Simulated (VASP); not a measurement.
# GaP (I-4m2) in VASP: a series of runs, part 2 of 2

VASP 6.6.1. The steps go on from the part before.

## 4. Single point, PBE (strain +0.0600 x Voigt [0, 1, 0, 0, 0, 0])

File INCAR:

```
PREC     = Accurate       # precision mode
ENCUT    = 520            # plane-wave cutoff, eV
EDIFF    = 1E-6           # SCF threshold, eV
ISMEAR   = 0              # smearing method
SIGMA    = 0.05           # smearing width, eV
LREAL    = F              # projectors in reciprocal space
LASPH    = T              # aspherical terms in the spheres
NELM     = 60             # most SCF steps
ALGO     = Normal         # electronic algorithm
ISIF     = 2              # what is computed and relaxed
LWAVE    = F              # write WAVECAR
LCHARG   = F              # write CHGCAR
GGA      = PE             # functional
NBANDS   = 16             # bands
```

File KPOINTS:

```
Automatic mesh
0
Gamma
  8 8 8
```

File POSCAR:

```
GaP
1.0
    0.0000000000      2.8887650000      2.7252500000
    2.7252500000      0.0000000000      2.7252500000
    2.7252500000      2.8887650000      0.0000000000
Ga P
1 1
Direct
    0.0000000000      0.0000000000      0.0000000000
    0.7500000000      0.7500000000      0.7500000000
```

Launch:

```console
$ cat potpaw_PBE.64/Ga_d/POTCAR potpaw_PBE.64/P/POTCAR > POTCAR
$ mpirun -np 1 vasp_std > vasp.out
```

Wall time 57 s (1 thread of Intel Xeon Platinum 8488C (Sapphire Rapids), shared host); peak memory 0.19 GiB.

Results (log left out):

| Property | Result |
| --- | --- |
| Free energy | -9.0947 eV |
| Pressure | -2.1 GPa |
| Band gap on the k mesh | 1.21 eV, direct |

Stress tensor (GPa, compression positive):
```
-0.56  0.00  0.00
 0.00 -5.19  0.00
 0.00  0.00 -0.56
```

Levels at points of the mesh, in eV from the valence-band top:
```tsv
k point	band 6	band 7	band 8	band 9	band 10	band 11	band 12	band 13
(0.00, 0.00, 0.00)	-12.18	-0.34	0.00	0.00	1.21	3.76	3.76	3.90
(0.50, 0.00, 0.00)	-10.29	-6.42	-1.38	-0.91	1.32	4.50	4.83	8.07
(0.50, 0.50, 0.00)	-9.40	-6.47	-2.73	-2.70	1.54	1.58	9.83	9.87
(0.50, 0.00, 0.50)	-9.63	-6.83	-2.33	-2.33	1.92	2.11	10.04	10.04
```

Caveat: the cell differs from its parent crystal (strain +0.0600 x Voigt [0, 1, 0, 0, 0, 0]). A k mesh can miss the band edges.

## 5. Single point, PBE (strain +0.0525 x Voigt [0, 1, 0, 0, 0, 0])

File INCAR:

```
SYSTEM = GaP
  PREC = Accurate
  ENCUT = 520
  EDIFF = 1E-6
  ISMEAR = 0
  SIGMA = 0.05
  LREAL = .FALSE.
  LASPH = .TRUE.
  NELM = 80
  ALGO = Normal
  ISIF = 2
  LWAVE = .FALSE.
  LCHARG = .FALSE.
  GGA = PE
  NBANDS = 16
```

File KPOINTS:

```
Automatic mesh
0
G
  8 8 8
  0 0 0
```

File POSCAR:

```
GaP
1.0
    0.0000000000      2.8683256250      2.7252500000
    2.7252500000      0.0000000000      2.7252500000
    2.7252500000      2.8683256250      0.0000000000
Ga P
1 1
Direct
    0.0000000000      0.0000000000      0.0000000000
    0.7500000000      0.7500000000      0.7500000000
```

Potentials or basis: VASP PAW PBE potentials, release 64 (Ga_d, P).

Launch:

```console
$ cat potpaw_PBE.64/Ga_d/POTCAR potpaw_PBE.64/P/POTCAR > POTCAR
$ mpirun -np 1 vasp_std > vasp.out
```

OUTCAR:

```text
SYSTEM = GaP
   PREC = Accurate
   ENCUT = 520
   EDIFF = 1E-6
   ISMEAR = 0
   LREAL = .FALSE.
   LASPH = .TRUE.
   NELM = 80
   ISIF = 2
   GGA = PE

 ion  position               nearest neighbor table
   1  0.000  0.000  0.000-   2 2.40   2 2.40   2 2.40   2 2.40
   2  0.750  0.750  0.750-   1 2.40   1 2.40   1 2.40   1 2.40

  LATTYP: Found a body centered tetragonal cell.
 ALAT       =     3.8540855109
 C/A-ratio  =     1.4884597744

  Lattice vectors:

 A1 = (   0.0000000000,  -2.8683256250,   2.7252500000)
[... 627 lines left out ...]
      4     -10.2472      2.00000
      5     -10.2439      2.00000
      6      -6.6404      2.00000
[... 8 lines left out ...]
     15      14.8013      0.00000
     16      14.8552      0.00000

 [... further k-points ...]
[... 5 lines left out ...]
  --------------------------------------------------------------------------------------
  -------------------------------------------------------------------------------------
  Total       -0.0711635     -1.1446169     -0.0711635      0.0000000     -0.0000000      0.0000000
  in kB       -2.6760667    -43.0427102     -2.6760667      0.0000000     -0.0000000      0.0000000
  external PRESSURE =     -16.1316145 kB  Pullay stress =       0.0000000 kB

 VOLUME and BASIS-vectors are now :
 -----------------------------------------------------------------------------
  energy-cutoff  :      520.00
  volume of cell :       42.61
      direct lattice vectors                 reciprocal lattice vectors
     0.000000000  2.868325625  2.725250000    -0.183469406  0.174317726  0.183469406
     2.725250000  0.000000000  2.725250000     0.183469406 -0.174317726  0.183469406
     2.725250000  2.868325625  0.000000000     0.183469406  0.174317726 -0.183469406

 POSITION                                       TOTAL-FORCE (eV/Angst)
 -----------------------------------------------------------------------------------
      0.00000      0.00000      0.00000         0.000000     -0.000000     -0.000000
      4.08788      4.30249      4.08788        -0.000000      0.000000      0.000000
 -----------------------------------------------------------------------------------
    total drift:                               -0.000001     -0.000003     -0.000002

  FREE ENERGIE OF THE ION-ELECTRON SYSTEM (eV)
  ---------------------------------------------------
  free  energy   TOTEN  =        -9.1035873513 eV

  energy  without entropy=       -9.1035873513  energy(sigma->0) =       -9.10358735
```

OSZICAR:

```text
N       E                     dE             d eps       ncg     rms          rms(c)
DAV:   1     0.838778006018E+02    0.83878E+02   -0.90995E+03  1952   0.159E+03
DAV:   2    -0.270497626454E+01   -0.86583E+02   -0.82067E+02  2176   0.317E+02
DAV:   3    -0.924969575740E+01   -0.65447E+01   -0.65219E+01  2368   0.670E+01
DAV:   4    -0.935813745650E+01   -0.10844E+00   -0.10841E+00  2384   0.936E+00
DAV:   5    -0.936021189126E+01   -0.20744E-02   -0.20743E-02  2432   0.117E+00    0.401E+00
DAV:   6    -0.912596223572E+01    0.23425E+00   -0.37947E-01  2912   0.990E+00    0.262E+00
DAV:   7    -0.910271891709E+01    0.23243E-01   -0.86281E-02  2520   0.190E+00    0.107E+00
DAV:   8    -0.910303223872E+01   -0.31332E-03   -0.12527E-02  2272   0.132E+00    0.158E-01
DAV:   9    -0.910343337722E+01   -0.40114E-03   -0.12721E-03  2432   0.505E-01    0.830E-02
DAV:  10    -0.910351240887E+01   -0.79032E-04   -0.10995E-04  2856   0.103E-01    0.423E-02
DAV:  11    -0.910358774338E+01   -0.75335E-04   -0.10495E-04  2280   0.845E-02    0.512E-03
DAV:  12    -0.910358735125E+01    0.39213E-06   -0.30202E-06  2320   0.216E-02
   1 F= -.91035874E+01 E0= -.91035874E+01  d E =-.474622E-17
```

It took 55 s on 1 thread of Intel Xeon Platinum 8488C (Sapphire Rapids), shared host; peak memory 0.19 GiB.

What came out:

```
Free energy            : -9.1036 eV
Pressure               : -1.6 GPa
Band gap on the k mesh : 1.28 eV, direct
```

Stress tensor (GPa, compression positive):
```
-0.27  0.00  0.00
 0.00 -4.30  0.00
 0.00  0.00 -0.27
```

Caveat: the cell differs from its parent crystal (strain +0.0525 x Voigt [0, 1, 0, 0, 0, 0]). A k mesh can miss the band edges.

## 6. Summary

```csv
cell,gap on the mesh (eV),pressure (GPa)
"a = 3.883, b = 3.854 Å, angles 60.2, 59.5, 60.2°, 2 atoms",1.59,1.2
"a = 3.942, b = 3.854 Å, angles 60.7, 58.5, 60.7°, 2 atoms",1.36,-1.1
"a = 3.971, b = 3.854 Å, angles 61.0, 58.1, 61.0°, 2 atoms",1.21,-2.1
"a = 3.957, b = 3.854 Å, angles 60.9, 58.3, 60.9°, 2 atoms",1.28,-1.6
```

Alike in all rows: task single point; level PBE; potentials or basis VASP PAW PBE potentials, release 64 (Ga_d, P); no spin polarisation; k mesh 8 × 8 × 8; cutoff (eV) 520; smearing gaussian 0.05 eV.

Total energies depend on the potentials used, so only differences within one code and one set of settings carry meaning.
